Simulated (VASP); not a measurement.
Write the native input for VASP 6.6.1 that does the following.

- Task: single point
- Functional: PBEsol
- Potentials or basis: VASP PAW PBE potentials, release 64 (Cd, F)
- Cutoff: 520 eV
- k mesh: 8 × 8 × 8
- Occupations: gaussian, width 0.05 eV
- Spin: no spin polarisation
- Dipole correction: no
- Further INCAR settings: ALGO = Normal; EDIFF = 1e-06; NBANDS = 20

The structure of CdF2 lies in POSCAR:

```
CdF2
1.0
    0.0000000000      2.7827579560      2.6202448913
    2.7827579560      0.0000000000      2.6202448913
    2.7827579560      2.7827579560      0.0000000000
Cd F
1 2
Direct
    0.0000000000      0.0000000000      0.0000000000
    0.2500000000      0.2500000000      0.2500000000
    0.7500000000      0.7500000000      0.7500000000
```

This cell differs from its parent crystal: volume 13.527 Å^3 an atom, c/a of the conventional cell 0.9416.

The input as run:

INCAR

```
  PREC = Accurate
  ENCUT = 520
  EDIFF = 1E-6
  ISMEAR = 0
  SIGMA = 0.05
  LREAL = F
  LASPH = T
  NELM = 100
  ALGO = Normal
  ISIF = 2
  LWAVE = F
  LCHARG = F
  GGA = PS
  NBANDS = 20
```

KPOINTS

```
Automatic mesh
0
Gamma
  8 8 8
```

Potentials or basis: VASP PAW PBE potentials, release 64 (Cd, F).

Command:

```console
$ cat potpaw_PBE.64/Cd/POTCAR potpaw_PBE.64/F/POTCAR > POTCAR
$ mpirun -np 1 vasp_std > vasp.out
```

Results of the run:

```yaml
Pressure: -3.3 GPa
Band_gap_on_the_k_mesh: 2.65 eV, indirect (least direct gap 3.23 eV)
```

Caveat: the PAW data sets were made with another functional, which shifts forces and pressure a little.

It took 38 s on 1 thread of Intel(R) Xeon(R) Platinum 8259CL CPU @ 2.50GHz (Skylake/Cascade Lake), on a shared host, peak memory 0.19 GiB.
